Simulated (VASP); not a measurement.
# InSe in VASP: notebook

Runs on InSe. Level: PBE+D3(BJ). Tasks: single point.

Everything below comes from runs of VASP 6.6.1. Logs are shortened: lines on timing, memory, paths and dates and some standing lists are left out, and cuts for length are marked.

## (1) The cell of the first run

The cell holds a slab with vacuum, 4 atoms: a = 3.825 Å, b = 3.825 Å, c = 36.721 Å, α = 90.00°, β = 90.00°, γ = 120.00°.

## (2) Single point, PBE+D3(BJ)

Input file INCAR:

```
SYSTEM = InSe
  ALGO = Normal
  DIPOL = 0.5 0.5 0.500
  EDIFF = 1E-7
  ENCUT = 520
  GGA = PE
  IDIPOL = 3
  ISIF = 2
  ISMEAR = 0
  IVDW = 12
  LASPH = .True.
  LCHARG = .False.
  LDIPOL = .True.
  LREAL = .False.
  LWAVE = .False.
  NBANDS = 27
  NELM = 60
  PREC = Accurate
  SIGMA = 0.02
```

Input file KPOINTS:

```
k-points
0
Gamma
  9 9 1
  0 0 0
```

Input file POSCAR:

```
InSe
1.0
    3.8250000000      0.0000000000      0.0000000000
   -1.9125000000      3.3125471695      0.0000000000
    0.0000000000      0.0000000000     36.7211901288
Se In
2 2
Direct
    0.0000000000      0.0000000000      0.4266497246
    0.0000000000      0.0000000000      0.5733225307
    0.6666666667      0.3333333333      0.4619327665
    0.6666666667      0.3333333333      0.5380395423
```

Potentials or basis: VASP PAW PBE potentials, release 64 (Se, In_d).

On the command line:

```
$ cat potpaw_PBE.64/Se/POTCAR potpaw_PBE.64/In_d/POTCAR > POTCAR
$ mpirun -np 1 vasp_std > vasp.out
```

OUTCAR:

```text
SYSTEM = InSe
   EDIFF = 1E-7
   ENCUT = 520
   GGA = PE
   ISIF = 2
   ISMEAR = 0
   IVDW = 12
   LASPH = .True.
   LREAL = .False.
   NELM = 60
   PREC = Accurate
 IVDW          = 12

 ion  position               nearest neighbor table
   1  0.000  0.000  0.427-   3 2.56   3 2.56   3 2.56
   2  0.000  0.000  0.573-   4 2.56   4 2.56   4 2.56
   3  0.667  0.333  0.462-   1 2.56   1 2.56   1 2.56   4 2.79
   4  0.667  0.333  0.538-   2 2.56   2 2.56   2 2.56   3 2.79

  LATTYP: Found a hexagonal cell.
 ALAT       =     3.8250000000
 C/A-ratio  =     9.6003111448

  Lattice vectors:

 A1 = (   3.8250000000,   0.0000000000,   0.0000000000)
 A2 = (  -1.9125000000,   3.3125471695,   0.0000000000)
 A3 = (   0.0000000000,   0.0000000000,  36.7211901288)

Analysis of symmetry for initial positions (statically):
=====================================================================
 Subroutine PRICEL returns:
 Original cell was already a primitive cell.

 Routine SETGRP: Setting up the symmetry group for a
 hexagonal supercell.

 Subroutine GETGRP returns: Found 12 space group operations
 (whereof  6 operations were pure point group operations)
 out of a pool of 24 trial point group operations.

The static configuration has the point symmetry C_3v.
 The point group associated with its full space group is D_3h.

Analysis of symmetry for dynamics (positions and initial velocities):
=====================================================================
 Subroutine PRICEL returns:
 Original cell was already a primitive cell.

 Routine SETGRP: Setting up the symmetry group for a
 hexagonal supercell.

 Subroutine GETGRP returns: Found 12 space group operations
 (whereof  6 operations were pure point group operations)
 out of a pool of 24 trial point group operations.

The dynamic configuration has the point symmetry C_3v.
 The point group associated with its full space group is D_3h.

 Subroutine INISYM returns: Found 12 space group operations
 (whereof  6 operations are pure point group operations),
 and found     1 'primitive' translations

----------------------------------------------------------------------------------------

                                     Primitive cell

  volume of cell :     465.2756

  direct lattice vectors                    reciprocal lattice vectors
     3.825000000  0.000000000  0.000000000     0.261437908  0.150941247  0.000000000
    -1.912500000  3.312547170  0.000000000     0.000000000  0.301882494  0.000000000
     0.000000000  0.000000000 36.721190129     0.000000000  0.000000000  0.027232233

  length of vectors
     3.825000000  3.825000000 36.721190129     0.301882494  0.301882494  0.027232233

  position of ions in fractional coordinates (direct lattice)
     0.000000000  0.000000000  0.426649725
     0.000000000  0.000000000  0.573322531
     0.666666667  0.333333333  0.461932766
     0.666666667  0.333333333  0.538039542

  ion indices of the primitive-cell ions
   primitive index   ion index
                 1           1
                 2           2
                 3           3
                 4           4

----------------------------------------------------------------------------------------

 KPOINTS: k-points

Automatic generation of k-mesh.
 Grid dimensions read from file:
 generate k-points for:    9    9    1

 Generating k-lattice:

  Cartesian coordinates                     Fractional coordinates (reciprocal lattice)
     0.029048656  0.016771250  0.000000000     0.111111111  0.000000000  0.000000000
     0.000000000  0.033542499  0.000000000     0.000000000  0.111111111  0.000000000
     0.000000000  0.000000000  0.027232233     0.000000000  0.000000000  1.000000000

  Length of vectors
     0.033542499  0.033542499  0.027232233

  Shift w.r.t. Gamma in fractional coordinates (k-lattice)
     0.000000000  0.000000000  0.000000000

 Subroutine IBZKPT returns following result:
 ===========================================

 Found     12 irreducible k-points:

 Following reciprocal coordinates:
            Coordinates               Weight
  0.000000  0.000000  0.000000      1.000000
  0.111111 -0.000000  0.000000      6.000000
  0.222222  0.000000  0.000000      6.000000
  0.333333 -0.000000  0.000000      6.000000
  0.444444  0.000000  0.000000      6.000000
  0.111111  0.111111  0.000000      6.000000
  0.222222  0.111111  0.000000     12.000000
  0.333333  0.111111  0.000000     12.000000
  0.444444  0.111111  0.000000      6.000000
  0.222222  0.222222  0.000000      6.000000
  0.333333  0.222222  0.000000     12.000000
  0.333333  0.333333  0.000000      2.000000
   k-points           NKPTS =     12   k-points in BZ     NKDIM =     12   number of bands    NBANDS=     27
   number of dos      NEDOS =    301   number of ions     NIONS =      4
   total plane-waves  NPLWV = 219520
   dimension x,y,z NGX =    28 NGY =   28 NGZ =  280
   dimension x,y,z NGXF=    56 NGYF=   56 NGZF=  560
   ions per type =               2   2
   NGX,Y,Z   is equivalent  to a cutoff of  12.17, 12.17, 12.68 a.u.
   NGXF,Y,Z  is equivalent  to a cutoff of  24.34, 24.34, 25.35 a.u.
 SYSTEM =  InSe
   PREC   = accura    normal or accurate (medium, high low for compatibility)
   ISTART =      0    job   : 0-new  1-cont  2-samecut
   ICHARG =      2    charge: 1-file 2-atom 10-const
   ISPIN  =      1    spin polarized calculation?
   LNONCOLLINEAR =      F non collinear calculations
   LSORBIT =      F    spin-orbit coupling
   LASPH  =      T    aspherical Exc in radial PAW
   ENCUT  =  520.0 eV  38.22 Ry    6.18 a.u.   7.11  7.11 68.28*2*pi/ulx,y,z
   NELM   =     60;   NELMIN=  2; NELMDL= -5     # of ELM steps
   EDIFF  = 0.1E-06   stopping-criterion for ELM
   LREAL  =      F    real-space projection
   EDIFFG = 0.1E-05   stopping-criterion for IOM
   NSW    =      0    number of steps for IOM
   IBRION =     -1    ionic relax: 0-MD 1-quasi-New 2-CG
   NFREE  =      0    steps in history (QN), initial steepest desc. (CG)
   ISIF   =      2    stress and relaxation
   ISYM   =      2    0-nonsym 1-usesym 2-fastsym
   POTIM  = 0.5000    time-step for ionic-motion
   TEBEG  =    0.0;   TEEND  =   0.0 temperature during run
   PSTRESS=    0.0 pullay stress
   NELECT =      38.0000    total number of electrons
   NUPDOWN=      -1.0000    fix difference up-down
   EMIN   =  10.00;   EMAX   =-10.00  energy-range for DOS
   EFERMI =   0.00;   METHOD = LEGACY
   ISMEAR =     0;   SIGMA  =   0.02  broadening in eV -4-tet -1-fermi 0-gaus
   EFERMI_NEDOS =   21; number of points for ismear=-14 and -15
   IALGO  =     38    algorithm
   IMIX   =      4    mixing-type and parameters
     AMIX     =   0.40;   BMIX     =  1.00
     AMIX_MAG =   1.60;   BMIX_MAG =  1.00
  volume/ion in A,a.u.               =     116.32       784.96
  Fermi-wavevector in a.u.,A,eV,Ry     =   0.710285  1.342244  6.864203  0.504505
  Thomas-Fermi vector in A             =   1.797092
   LORBIT       =      0    0 simple, 1 ext, 2 COOP (PROOUT), +10 PAW based schemes
   GGA     = PE    functional components
   LHFCALC =     F    Hartree Fock is set to
   AEXX    =    0.0000 exact exchange contribution
   IVDW    =    12    specifies the selected vdW correction
   LEPSILON=     F    determine dielectric tensor
   LRPA    =     F    only Hartree local field effects (RPA)
 non-spin polarized calculation
 Gauss-broadening in eV      SIGMA  =   0.02
  energy-cutoff  :      520.00
  volume of cell :      465.28
 maximum number of plane-waves:     12633
   NGX = 15   NGY = 15   NGZ =137

 dipolmoment           0.000000      0.000000      0.000000 electrons x Angstroem

 number of electron      37.9999988 magnetization

 dipolmoment           0.000000      0.000000     -0.000012 electrons x Angstroem

 Free energy of the ion-electron system (eV)
  ---------------------------------------------------
  ext. energy  EPLUGINS =         0.00000000
  ---------------------------------------------------
  free energy    TOTEN  =       -13.82993288 eV

  energy without entropy =      -13.82993288  energy(sigma->0) =      -13.82993288

 E-fermi :  -3.6193     XC(G=0):  -2.4303

 val. band max:       -3.7300240832   @ k =   0.1111   0.1111   0.0000
 cond. band min:      -1.4721891497   @ k =   0.0000   0.0000   0.0000
 fundamental gap:      2.2578349335
 Fermi energy:        -3.6192995249

 k-point     1 :       0.0000    0.0000    0.0000
  band No.  band energies     occupation
      1     -17.6417      2.00000
      2     -17.4705      2.00000
      3     -17.4705      2.00000
      4     -17.3979      2.00000
      5     -17.3979      2.00000
      6     -17.3480      2.00000
[... 19 lines left out ...]
     26       2.3523      0.00000
     27       2.4913      0.00000

 k-point     2 :       0.1111   -0.0000    0.0000
  band No.  band energies     occupation
      1     -17.6603      2.00000
      2     -17.5306      2.00000
      3     -17.5042      2.00000
      4     -17.4644      2.00000
      5     -17.3849      2.00000
      6     -17.3543      2.00000
[... 19 lines left out ...]
     26       2.5212      0.00000
     27       2.5396      0.00000

 k-point     3 :       0.2222    0.0000    0.0000
  band No.  band energies     occupation
      1     -17.7597      2.00000
      2     -17.6590      2.00000
      3     -17.5633      2.00000
      4     -17.4546      2.00000
      5     -17.3681      2.00000
      6     -17.3524      2.00000
[... 234 lines left out ...]
      1     -17.9299      2.00000
      2     -17.8442      2.00000
      3     -17.5421      2.00000
      4     -17.4799      2.00000
      5     -17.3631      2.00000
      6     -17.3106      2.00000
[... 19 lines left out ...]
     26       4.2243      0.00000
     27       4.3800      0.00000

 k-point    12 :       0.3333    0.3333    0.0000
  band No.  band energies     occupation
      1     -17.9357      2.00000
      2     -17.8528      2.00000
      3     -17.5387      2.00000
      4     -17.4892      2.00000
      5     -17.3466      2.00000
      6     -17.3120      2.00000
[... 19 lines left out ...]
     26       4.6282      0.00000
     27       4.6843      0.00000

------------------------ aborting loop because EDIFF is reached ----------------------------------------

 vacuum level on the upper side and lower side of the slab       (xc-potential included)        -0.007        -0.007

 Edisp (eV)   -0.98904

 E8    (eV) :    -0.4769

  FORCE on cell =-STRESS in cart. coord.  units (eV):
  Direction    XX          YY          ZZ          XY          YZ          ZX
  --------------------------------------------------------------------------------------
  -------------------------------------------------------------------------------------
  Total       5.45733     5.45733     2.28803     0.00000     0.00000    -0.00000
  in kB      18.79234    18.79234     7.87885     0.00000     0.00000    -0.00000
  external pressure =       15.15 kB  Pullay stress =        0.00 kB

 VOLUME and BASIS-vectors are now :
 -----------------------------------------------------------------------------
  energy-cutoff  :      520.00
  volume of cell :      465.28
      direct lattice vectors                 reciprocal lattice vectors
     3.825000000  0.000000000  0.000000000     0.261437908  0.150941247  0.000000000
    -1.912500000  3.312547170  0.000000000     0.000000000  0.301882494  0.000000000
     0.000000000  0.000000000 36.721190129     0.000000000  0.000000000  0.027232233

 POSITION                                       TOTAL-FORCE (eV/Angst)
 -----------------------------------------------------------------------------------
      0.00000      0.00000     15.66709        -0.000000      0.000000     -0.932261
      0.00000      0.00000     21.05309        -0.000000     -0.000000      0.932261
      1.91250      1.10418     16.96272         0.000000     -0.000000      0.969895
      1.91250      1.10418     19.75745         0.000000     -0.000000     -0.969895
 -----------------------------------------------------------------------------------
    total drift:                                0.000001     -0.000000     -0.001548

  FREE ENERGIE OF THE ION-ELECTRON SYSTEM (eV)
  ---------------------------------------------------
  free  energy   TOTEN  =       -14.8189763389 eV

  energy  without entropy=      -14.8189763389  energy(sigma->0) =      -14.81897634

 vacuum level on the upper side and lower side of the slab         2.293         2.293
```

Run time: 4 min. Hardware: 1 thread of Intel Xeon Platinum 8488C (Sapphire Rapids), shared host; peak memory 0.53 GiB.

Results:

* Free energy: -14.8190 eV
* Largest force: 0.970 eV/Å
* Band gap on the k mesh: 2.26 eV (least direct gap 2.30 eV)
* Dispersion energy per atom: -0.247 eV

Forces in eV/Å, atoms in the order of the input:
```
Se   0.000  0.000 -0.932
Se   0.000  0.000  0.932
In   0.000  0.000  0.970
In   0.000  0.000 -0.970
```

Caveat: spin-orbit coupling is left out, which moves the levels of the heavy elements.

## (3) Single point, PBE+D3(BJ)

Input file INCAR:

```
SYSTEM = InSe
ALGO = Normal ; DIPOL = 0.5 0.5 0.500
EDIFF = 1E-7 ; ENCUT = 520
GGA = PE ; IDIPOL = 3
ISIF = 2 ; ISMEAR = 0
IVDW = 12 ; LASPH = .TRUE.
LCHARG = .FALSE. ; LDIPOL = .TRUE.
LREAL = .FALSE. ; LWAVE = .FALSE.
NBANDS = 27 ; NELM = 80
PREC = Accurate ; SIGMA = 0.02
```

Input file KPOINTS:

```
k-points
0
G
  9 9 1
  0 0 0
```

Input file POSCAR:

```
InSe
1.0
    3.8250000000      0.0000000000      0.0000000000
   -1.9125000000      3.3125471695      0.0000000000
    0.0000000000      0.0000000000     36.7211901288
Se In
2 2
Direct
    0.0000000000      0.0000000000      0.4234771694
    0.0000000000      0.0000000000      0.5764950858
    0.6666666667      0.3333333333      0.4602865666
    0.6666666667      0.3333333333      0.5396857446
```

Potentials or basis: VASP PAW PBE potentials, release 64 (Se, In_d).

On the command line:

```
$ cat potpaw_PBE.64/Se/POTCAR potpaw_PBE.64/In_d/POTCAR > POTCAR
$ mpirun -np 1 vasp_std > vasp.out
```

It took 3.6 min on 1 thread of Intel Xeon Platinum 8488C (Sapphire Rapids), shared host; peak memory 0.53 GiB.

Results (log left out):

```yaml
Free_energy: -14.8571 eV
Largest_force: 1.009 eV/Å
Band_gap_on_the_k_mesh: 2.06 eV
Dispersion_energy_per_atom: -0.241 eV
```

Forces in eV/Å, atoms in the order of the input:
```
Se   0.000  0.000 -0.445
Se   0.000  0.000  0.445
In   0.000  0.000  1.009
In   0.000  0.000 -1.009
```

Levels at points of the mesh, in eV from the valence-band top:
```tsv
k point	band 15	band 16	band 17	band 18	band 19	band 20	band 21	band 22	band 23	band 24
(0.00, 0.00, 0.00)	-0.33	-0.05	-0.05	0.00	0.00	2.06	3.52	5.52	5.63	5.93
```

Caveat: spin-orbit coupling is left out, which moves the levels of the heavy elements.

## (4) Single point, PBE+D3(BJ)

This run uses another cell than the first one.

Input file INCAR:

```
SYSTEM = InSe
  PREC = Accurate
  ENCUT = 520
  EDIFF = 1E-7
  ISMEAR = 0
  SIGMA = 0.02
  LREAL = .FALSE.
  LASPH = .TRUE.
  NELM = 80
  ALGO = Normal
  ISIF = 2
  LWAVE = .FALSE.
  LCHARG = .TRUE.
  LDIPOL = .TRUE.
  IDIPOL = 3
  DIPOL = 0.5 0.5 0.500
  GGA = PE
  IVDW = 12
  LELF = .TRUE.
  LVHAR = .TRUE.
  LVACPOTAV = .TRUE.
  NBANDS = 27
```

Input file KPOINTS:

```
regular mesh
0
G
  9 9 1
  0 0 0
```

Input file POSCAR:

```
InSe
1.0
    3.9600000000      0.0000000000      0.0000000000
   -1.9800000000      3.4294605990      0.0000000000
    0.0000000000      0.0000000000     36.7211901288
Se In
2 2
Direct
    0.0000000000      0.0000000000      0.4314289814
    0.0000000000      0.0000000000      0.5685432738
    0.6666666667      0.3333333333      0.4644126644
    0.6666666667      0.3333333333      0.5355596410
```

On the command line:

```
$ cat potpaw_PBE.64/Se/POTCAR potpaw_PBE.64/In_d/POTCAR > POTCAR
$ mpirun -np 1 vasp_std > vasp.out
```

Wall time 2.9 min (1 thread of Intel Xeon 6975P-C (Granite Rapids), shared host); peak memory 0.59 GiB.

The run converged. Its results:

```yaml
Free_energy: -14.8541 eV
Largest_force: 0.931 eV/Å
Band_gap_on_the_k_mesh: 1.71 eV (least direct gap 1.79 eV)
Dispersion_energy_per_atom: -0.239 eV
Ionisation_potential_of_the_upper_face: 5.83 eV
```

Forces on the atoms (eV/Å):
```
Se   0.000  0.000 -0.931
Se   0.000  0.000  0.931
In   0.000  0.000 -0.393
In   0.000  0.000  0.393
```

Levels at points of the mesh, in eV from the valence-band top:
```tsv
k point	band 17	band 18	band 19	band 20	band 21	band 22
(0.00, 0.00, 0.00)	-0.59	-0.59	-0.08	1.71	2.84	4.88
```

Caveat: spin-orbit coupling is left out, which moves the levels of the heavy elements.

## (5) The runs side by side

| cell | gap on the mesh (eV) | largest force (eV/Å) |
| --- | --- | --- |
| a = 3.825, b = 3.825, c = 36.721 Å, angles 90.0, 90.0, 120.0°, 4 atoms, atomic positions A | 2.26 | 0.97 |
| a = 3.825, b = 3.825, c = 36.721 Å, angles 90.0, 90.0, 120.0°, 4 atoms, atomic positions B | 2.06 | 1.01 |
| a = 3.960, b = 3.960, c = 36.721 Å, angles 90.0, 90.0, 120.0°, 4 atoms, atomic positions C | 1.71 | 0.93 |

Alike in all rows: task single point; level PBE+D3(BJ); potentials or basis VASP PAW PBE potentials, release 64 (Se, In_d); no spin polarisation; k mesh 9 × 9 × 1; cutoff (eV) 520; smearing gaussian 0.02 eV.

Caveats: spin-orbit coupling is left out, which moves the levels of the heavy elements.

Absolute energies hang on the potentials; compare differences alone.
